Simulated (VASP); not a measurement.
Runs of VASP 6.6.1 on AlN. The structure is that of space group F-43m (No. 216), or close to it. The cells are those of the table. 

```tsv
cell	k mesh	smearing	gap on the mesh (eV)	pressure (GPa)
a = 3.152, b = 3.152, c = 3.090 Å, angles 60.7, 60.7, 58.7°, 2 atoms	6 × 6 × 6	gaussian 0.01 eV	3.18	-3.4
a = 3.121, b = 3.121, c = 3.090 Å, angles 60.3, 60.3, 59.3°, 2 atoms	6 × 6 × 6	gaussian 0.01 eV	(a)	0.3
a = 3.059, b = 3.059, c = 3.090 Å, angles 59.7, 59.7, 60.7°, 2 atoms	10 × 10 × 10	fermi-dirac 0.02 eV	3.21	8.7
a = 3.029, b = 3.029, c = 3.090 Å, angles 59.3, 59.3, 61.3°, 2 atoms	6 × 6 × 6	gaussian 0.01 eV	3.11	13.5
a = 3.105, b = 3.105, c = 3.090 Å, angles 60.2, 60.2, 59.7°, 2 atoms	6 × 6 × 6	gaussian 0.01 eV	3.28	(b)
a = 3.059, b = 3.059, c = 3.090 Å, angles 59.7, 59.7, 60.7°, 2 atoms	6 × 6 × 6	gaussian 0.01 eV	3.21	8.7
a = 3.137, b = 3.137, c = 3.090 Å, angles 60.5, 60.5, 59.0°, 2 atoms	6 × 6 × 6	gaussian 0.01 eV	3.22	-1.6
a = 3.044, b = 3.044, c = 3.090 Å, angles 59.5, 59.5, 61.0°, 2 atoms	10 × 10 × 10	fermi-dirac 0.02 eV	3.16	11.1
```

Alike in all rows: task single point; level PBE; potentials or basis VASP PAW PBE potentials, release 64 (Al, N); no spin polarisation; cutoff (eV) 520.

Fill in the values left out.

(a) 3.25; (b) 2.3.

Caveats: some runs use coarse meshes.

A k mesh can miss the band edges.
